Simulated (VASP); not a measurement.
# CuAu3 in VASP: further runs, part 2 of 3

VASP 6.6.1. The steps go on from the part before.

### Step 3. Single point, PBEsol (equal strain along all axes, cell held: +6.0 %)

The input, INCAR:

```
ALGO = Fast ; EDIFF = 1E-6
ENCUT = 520 ; GGA = PS
ISIF = 2 ; ISMEAR = 0
LASPH = True ; LCHARG = False
LREAL = False ; LWAVE = False
NBANDS = 30 ; NELM = 60
PREC = Accurate ; SIGMA = 0.1
```

The input, KPOINTS:

```
k-points
0
Gamma
  14 14 14
```

The input, POSCAR:

```
CuAu3
1.0
    4.2127068537      0.0000000000      0.0000000000
    0.0000000000      4.2127068537      0.0000000000
    0.0000000000      0.0000000000      4.2127068537
Cu Au
1 3
Direct
    0.0000000000      0.0000000000      0.0000000000
    0.0000000000      0.5000000000      0.5000000000
    0.5000000000      0.0000000000      0.5000000000
    0.5000000000      0.5000000000      0.0000000000
```

Potentials or basis: VASP PAW PBE potentials, release 64 (Cu, Au).

Launch:

```sh
$ cat potpaw_PBE.64/Cu/POTCAR potpaw_PBE.64/Au/POTCAR > POTCAR
$ mpirun -np 1 vasp_std > vasp.out
```

OUTCAR:

```text
EDIFF = 1E-6
   ENCUT = 520
   GGA = PS
   ISIF = 2
   ISMEAR = 0
   LASPH = True
   LREAL = False
   NELM = 60
   PREC = Accurate

 ion  position               nearest neighbor table
   1  0.000  0.000  0.000-   2 2.98   3 2.98   4 2.98   2 2.98   3 2.98   2 2.98   4 2.98   2 2.98
                             3 2.98   4 2.98   3 2.98   4 2.98
   2  0.000  0.500  0.500-   1 2.98   3 2.98   4 2.98   1 2.98   4 2.98   1 2.98   3 2.98   1 2.98
                             3 2.98   4 2.98   4 2.98   3 2.98
   3  0.500  0.000  0.500-   1 2.98   2 2.98   4 2.98   1 2.98   4 2.98   2 2.98   4 2.98   4 2.98
                             1 2.98   2 2.98   1 2.98   2 2.98
   4  0.500  0.500  0.000-   1 2.98   2 2.98   3 2.98   2 2.98   3 2.98   1 2.98   3 2.98   3 2.98
                             1 2.98   2 2.98   2 2.98   1 2.98

  LATTYP: Found a simple cubic cell.
 ALAT       =     4.2127068537

  Lattice vectors:

 A1 = (   4.2127068537,   0.0000000000,   0.0000000000)
 A2 = (   0.0000000000,   4.2127068537,   0.0000000000)
 A3 = (   0.0000000000,   0.0000000000,   4.2127068537)

Analysis of symmetry for initial positions (statically):
=====================================================================
 Subroutine PRICEL returns:
 Original cell was already a primitive cell.

 Routine SETGRP: Setting up the symmetry group for a
 simple cubic supercell.

 Subroutine GETGRP returns: Found 48 space group operations
 (whereof 48 operations were pure point group operations)
 out of a pool of 48 trial point group operations.

The static configuration has the point symmetry O_h .

Analysis of symmetry for dynamics (positions and initial velocities):
=====================================================================
 Subroutine PRICEL returns:
 Original cell was already a primitive cell.

 Routine SETGRP: Setting up the symmetry group for a
 simple cubic supercell.

 Subroutine GETGRP returns: Found 48 space group operations
 (whereof 48 operations were pure point group operations)
 out of a pool of 48 trial point group operations.

The dynamic configuration has the point symmetry O_h .

 Subroutine INISYM returns: Found 48 space group operations
 (whereof 48 operations are pure point group operations),
 and found     1 'primitive' translations

----------------------------------------------------------------------------------------

                                     Primitive cell

  volume of cell :      74.7625

  direct lattice vectors                    reciprocal lattice vectors
     4.212706854  0.000000000  0.000000000     0.237377068  0.000000000  0.000000000
     0.000000000  4.212706854  0.000000000     0.000000000  0.237377068  0.000000000
     0.000000000  0.000000000  4.212706854     0.000000000  0.000000000  0.237377068

  length of vectors
     4.212706854  4.212706854  4.212706854     0.237377068  0.237377068  0.237377068

  position of ions in fractional coordinates (direct lattice)
     0.000000000  0.000000000  0.000000000
     0.000000000  0.500000000  0.500000000
     0.500000000  0.000000000  0.500000000
     0.500000000  0.500000000  0.000000000

  ion indices of the primitive-cell ions
   primitive index   ion index
                 1           1
                 2           2
[... 30 lines left out ...]
            Coordinates               Weight
  0.000000  0.000000  0.000000      1.000000
  0.071429  0.000000  0.000000      6.000000
  0.142857  0.000000  0.000000      6.000000
  0.214286  0.000000  0.000000      6.000000
  0.285714  0.000000  0.000000      6.000000
  0.357143  0.000000  0.000000      6.000000
[... 16 lines left out ...]
  0.285714  0.214286  0.000000     24.000000
  0.357143  0.214286  0.000000     24.000000
 [... further k-points ...]
   k-points           NKPTS =    120   k-points in BZ     NKDIM =    120   number of bands    NBANDS=     30
   number of dos      NEDOS =    301   number of ions     NIONS =      4
   total plane-waves  NPLWV =  32768
   dimension x,y,z NGX =    32 NGY =   32 NGZ =   32
   dimension x,y,z NGXF=    64 NGYF=   64 NGZF=   64
   ions per type =               1   3
   NGX,Y,Z   is equivalent  to a cutoff of  12.63, 12.63, 12.63 a.u.
   NGXF,Y,Z  is equivalent  to a cutoff of  25.26, 25.26, 25.26 a.u.
 SYSTEM =  unknown system
   PREC   = accura    normal or accurate (medium, high low for compatibility)
   ISTART =      0    job   : 0-new  1-cont  2-samecut
   ICHARG =      2    charge: 1-file 2-atom 10-const
   ISPIN  =      1    spin polarized calculation?
   LNONCOLLINEAR =      F non collinear calculations
   LSORBIT =      F    spin-orbit coupling
   LASPH  =      T    aspherical Exc in radial PAW
   ENCUT  =  520.0 eV  38.22 Ry    6.18 a.u.   7.83  7.83  7.83*2*pi/ulx,y,z
   NELM   =     60;   NELMIN=  2; NELMDL= -5     # of ELM steps
   EDIFF  = 0.1E-05   stopping-criterion for ELM
   LREAL  =      F    real-space projection
   EDIFFG = 0.1E-04   stopping-criterion for IOM
   NSW    =      0    number of steps for IOM
   IBRION =     -1    ionic relax: 0-MD 1-quasi-New 2-CG
   NFREE  =      0    steps in history (QN), initial steepest desc. (CG)
   ISIF   =      2    stress and relaxation
   ISYM   =      2    0-nonsym 1-usesym 2-fastsym
   POTIM  = 0.5000    time-step for ionic-motion
   TEBEG  =    0.0;   TEEND  =   0.0 temperature during run
   PSTRESS=    0.0 pullay stress
   NELECT =      44.0000    total number of electrons
   NUPDOWN=      -1.0000    fix difference up-down
   EMIN   =  10.00;   EMAX   =-10.00  energy-range for DOS
   EFERMI =   0.00;   METHOD = LEGACY
   ISMEAR =     0;   SIGMA  =   0.10  broadening in eV -4-tet -1-fermi 0-gaus
   EFERMI_NEDOS =   21; number of points for ismear=-14 and -15
   IALGO  =     68    algorithm
   IMIX   =      4    mixing-type and parameters
     AMIX     =   0.40;   BMIX     =  1.00
     AMIX_MAG =   1.60;   BMIX_MAG =  1.00
  volume/ion in A,a.u.               =      18.69       126.13
  Fermi-wavevector in a.u.,A,eV,Ry     =   1.371927  2.592567 25.608681  1.882185
  Thomas-Fermi vector in A             =   2.497580
   LORBIT       =      0    0 simple, 1 ext, 2 COOP (PROOUT), +10 PAW based schemes
   GGA     = PS    functional components
   LHFCALC =     F    Hartree Fock is set to
   AEXX    =    0.0000 exact exchange contribution
   IVDW    =     0    specifies the selected vdW correction
   LEPSILON=     F    determine dielectric tensor
   LRPA    =     F    only Hartree local field effects (RPA)
 non-spin polarized calculation
 RMM-DIIS sequential band-by-band and
 Gauss-broadening in eV      SIGMA  =   0.10
  energy-cutoff  :      520.00
  volume of cell :       74.76
 maximum number of plane-waves:      2040
 NGX is ok and might be reduce to    32
   NGX = 15   NGY = 15   NGZ = 15

 number of electron      44.0000044 magnetization

 Free energy of the ion-electron system (eV)
  ---------------------------------------------------
  ext. energy  EPLUGINS =         0.00000000
  ---------------------------------------------------
  free energy    TOTEN  =       -15.36403364 eV

  energy without entropy =      -15.35854019  energy(sigma->0) =      -15.36128692

 E-fermi :   6.5490     XC(G=0): -11.8891

 val. band max:        6.5483652437   @ k =   0.4286   0.4286   0.4286
 cond. band min:       6.5654405149   @ k =   0.2857   0.2143   0.2143
 fundamental gap:      0.0170752713
 Fermi energy:         6.5490127333

 k-point     1 :       0.0000    0.0000    0.0000
  band No.  band energies     occupation
      1      -1.8178      2.00000
      2       0.5354      2.00000
      3       1.1577      2.00000
      4       1.1577      2.00000
      5       1.1577      2.00000
      6       1.2477      2.00000
[... 781 lines left out ...]
     29      15.8819      0.00000
     30      16.7322      0.00000

 [... further k-points ...]

------------------------ aborting loop because EDIFF is reached ----------------------------------------

  FORCE on cell =-STRESS in cart. coord.  units (eV):
  Direction    XX          YY          ZZ          XY          YZ          ZX
  --------------------------------------------------------------------------------------
  -------------------------------------------------------------------------------------
  Total       -8.6196682     -8.6196682     -8.6196682      0.0000000     -0.0000000     -0.0000000
  in kB     -184.7214850   -184.7214850   -184.7214850      0.0000000     -0.0000000     -0.0000000
  external PRESSURE =    -184.7214850 kB  Pullay stress =       0.0000000 kB

 VOLUME and BASIS-vectors are now :
 -----------------------------------------------------------------------------
  energy-cutoff  :      520.00
  volume of cell :       74.76
      direct lattice vectors                 reciprocal lattice vectors
     4.212706854  0.000000000  0.000000000     0.237377068  0.000000000  0.000000000
     0.000000000  4.212706854  0.000000000     0.000000000  0.237377068  0.000000000
     0.000000000  0.000000000  4.212706854     0.000000000  0.000000000  0.237377068

 POSITION                                       TOTAL-FORCE (eV/Angst)
 -----------------------------------------------------------------------------------
      0.00000      0.00000      0.00000         0.000000      0.000000      0.000000
      0.00000      2.10635      2.10635         0.000000      0.000000      0.000000
      2.10635      0.00000      2.10635         0.000000      0.000000      0.000000
      2.10635      2.10635      0.00000         0.000000      0.000000      0.000000
 -----------------------------------------------------------------------------------
    total drift:                                0.000000     -0.000000     -0.000000

  FREE ENERGIE OF THE ION-ELECTRON SYSTEM (eV)
  ---------------------------------------------------
  free  energy   TOTEN  =       -15.3640336437 eV

  energy  without entropy=      -15.3585401880  energy(sigma->0) =      -15.36128692
```

OSZICAR:

```text
N       E                     dE             d eps       ncg     rms          rms(c)
DAV:   1     0.349763313236E+03    0.34976E+03   -0.21187E+04  7304   0.171E+03
DAV:   2     0.592311200636E+01   -0.34384E+03   -0.31876E+03  7692   0.375E+02
DAV:   3    -0.165806159975E+02   -0.22504E+02   -0.21370E+02  8174   0.977E+01
DAV:   4    -0.170534528221E+02   -0.47284E+00   -0.47158E+00  8194   0.132E+01
DAV:   5    -0.170672868860E+02   -0.13834E-01   -0.13833E-01  9802   0.247E+00    0.130E+01
RMM:   6    -0.163973773272E+02    0.66991E+00   -0.11336E+01  7758   0.398E+01    0.856E+00
RMM:   7    -0.153735274239E+02    0.10238E+01   -0.52044E+00  7689   0.234E+01    0.606E+00
RMM:   8    -0.153752930706E+02   -0.17656E-02   -0.42979E-01  8410   0.581E+00    0.342E+00
RMM:   9    -0.154204198503E+02   -0.45127E-01   -0.32660E-01  7896   0.654E+00    0.216E+00
RMM:  10    -0.153640620161E+02    0.56358E-01   -0.17784E-01  8125   0.486E+00    0.389E-01
RMM:  11    -0.153647283431E+02   -0.66633E-03   -0.20859E-02  8978   0.908E-01    0.364E-01
RMM:  12    -0.153645844326E+02    0.14391E-03   -0.26478E-03  8801   0.384E-01    0.224E-01
RMM:  13    -0.153643004022E+02    0.28403E-03   -0.43046E-03  8560   0.682E-01    0.188E-01
RMM:  14    -0.153640450400E+02    0.25536E-03   -0.62900E-04  8808   0.268E-01    0.407E-02
RMM:  15    -0.153640312776E+02    0.13762E-04   -0.15146E-04  8929   0.899E-02    0.112E-02
RMM:  16    -0.153640336771E+02   -0.23996E-05   -0.39893E-05  8059   0.347E-02    0.864E-03
RMM:  17    -0.153640336437E+02    0.33453E-07   -0.41188E-06  6038   0.162E-02
   1 F= -.15364034E+02 E0= -.15361287E+02  d E =-.549346E-02
```

stdout:

```text
POSCAR found type information on POSCAR CuAu
 POSCAR found :  2 types and       4 ions
 scaLAPACK will be used
 -----------------------------------------------------------------------------
|                                                                             |
|                                                                             |
|     You enforced a specific xc type in the INCAR file but a different       |
|     I HOPE YOU KNOW WHAT YOU ARE DOING!                                     |
|                                                                             |
 -----------------------------------------------------------------------------

 LDA part: xc-table for (Slater+PW92), standard interpolation
 POSCAR, INCAR and KPOINTS ok, starting setup
 FFT: planning ... GRIDC
 FFT: planning ... GRID_SOFT
 FFT: planning ... GRID
 WAVECAR not read
 entering main loop
```

Run time: 2.5 min. Hardware: 1 thread of Intel Xeon 6975P-C, shared host; peak memory 0.35 GiB.

What came out:

```
Free energy            : -15.3640 eV
Pressure               : -18.5 GPa
Band gap on the k mesh : zero (band 22 reaches 7.93 eV, above the bottom of band 23 at 6.16 eV)
```

Caveat: the cell differs from its parent crystal (equal strain along all axes, cell held: +6.0 %); the PAW data sets were made with another functional, which shifts forces and pressure a little; spin-orbit coupling is left out, which moves the levels of the heavy elements.

(Continued in part 3 of 3.)
